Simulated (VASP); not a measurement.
Input of a VASP 6.6.1 run:

The input INCAR:

```
SYSTEM = H6C3O
PREC = Accurate ; ENCUT = 1000
EDIFF = 1E-6 ; ISMEAR = -1
SIGMA = 0.05 ; LREAL = Auto
LASPH = .TRUE. ; NELM = 120
ALGO = Normal ; ISIF = 2
LWAVE = .FALSE. ; LCHARG = .FALSE.
GGA = PE ; NBANDS = 57
GGA_COMPAT = .FALSE.
```

The input KPOINTS:

```
Automatic mesh
0
G
  1 1 1
  0 0 0
```

POSCAR

```
H6C3O
1.0
    7.6630940000      0.0000000000      0.0000000000
    0.0000000000      7.6630940000      0.0000000000
    0.0000000000      0.0000000000      7.6630940000
O C H
3 9 18
Direct
    0.1654553631      0.0151244393      0.4103172948
    0.6848930732      1.0728303737      0.5718447405
    0.9451795841      0.5576337704      0.4080727706
    0.2821314733      0.0648954587      0.3313805103
    0.6919789839      1.0226939667      0.4316272252
    0.8718932588      0.4394830600      0.3540345453
    0.1205909780      0.2496772191      0.9939457874
    0.2899612089      0.2846108895      0.8820327664
    0.4335455105      0.6479758698      0.2026596568
    0.4276079610      0.6115284505      0.3914737311
    0.9727533030      0.8186641062      0.9107548465
    0.8727675793      0.6804562230      0.8192774355
    0.0849917801      0.3445605652      1.0958889451
    0.0141848710      0.2222731445      0.9036167376
    0.1333403975      0.1259021487      1.0703118088
    0.3222458187      0.1879919521      0.7808856318
    0.2645928655      0.4068200129      0.8151407251
    0.4000081429      0.2984956207      0.9672202899
    0.5689999366      0.6279186971      0.1526667949
    0.3435557492      0.5741414630      0.1194034681
    0.4259376174      0.7870841725      0.1836073001
    0.5486948222      0.6362312664      0.4659867150
    0.3405152018      0.7121144540      0.4546205488
    0.3713252115      0.4847650309      0.4215529654
    1.0624168254      0.7746740416      1.0149164293
    1.0432992209      0.9089279082      0.8100122483
    0.8764084063      0.8970528092      0.9775946896
    0.7935176053      0.7281654120      0.7042847184
    0.9598603384      0.5723797725      0.7683711044
    0.7859749600      0.6238733337      0.9152308454
```

Potentials or basis: VASP PAW PBE potentials, release 64 (O_h, C_h, H_h).

Command:

```sh
$ cat potpaw_PBE.64/O_h/POTCAR potpaw_PBE.64/C_h/POTCAR potpaw_PBE.64/H_h/POTCAR > POTCAR
$ mpirun -np 1 vasp_gam > vasp.out
```

Problem. Predict the largest force.

Solution. 2.596 eV/Å.

Problem. What does it give for the pressure?

Solution. 0.0 GPa.

Forces on the atoms (eV/Å):
```
O    0.701  0.316 -0.410
O    0.032 -0.211 -0.660
O   -0.403 -0.694 -0.377
C   -0.729 -0.295  0.592
C    0.013  0.213  0.669
C    0.416  0.699  0.317
C    0.961 -1.604 -0.289
C   -1.559  0.205  0.656
C    1.930  0.134 -1.349
C   -1.072  1.032  2.127
C    1.076  1.906 -1.036
C    0.240 -1.519 -1.370
H    0.207  0.370 -0.600
H   -0.465  0.337  0.090
H    0.080  0.371 -0.459
H   -0.365 -0.223  0.296
H    0.327  0.477 -0.289
H    0.803  0.166  0.366
H   -0.445 -0.500 -0.098
H   -0.070  0.212  0.163
H   -0.625  0.690 -0.447
H    0.065 -0.496 -0.445
H    0.054 -0.790 -0.191
H    0.197 -0.322  0.289
H    0.042 -0.145 -0.488
H   -0.547 -1.050  1.443
H   -0.194  0.769  0.279
H    0.512 -0.175  0.886
H   -0.621  0.661  0.280
H   -0.560 -0.535  0.053
```

Caveat: the k points lie up to 0.82 Å⁻¹ apart, too coarse for converged energies, forces and pressures; the atoms stand as in a frame of molecular dynamics.
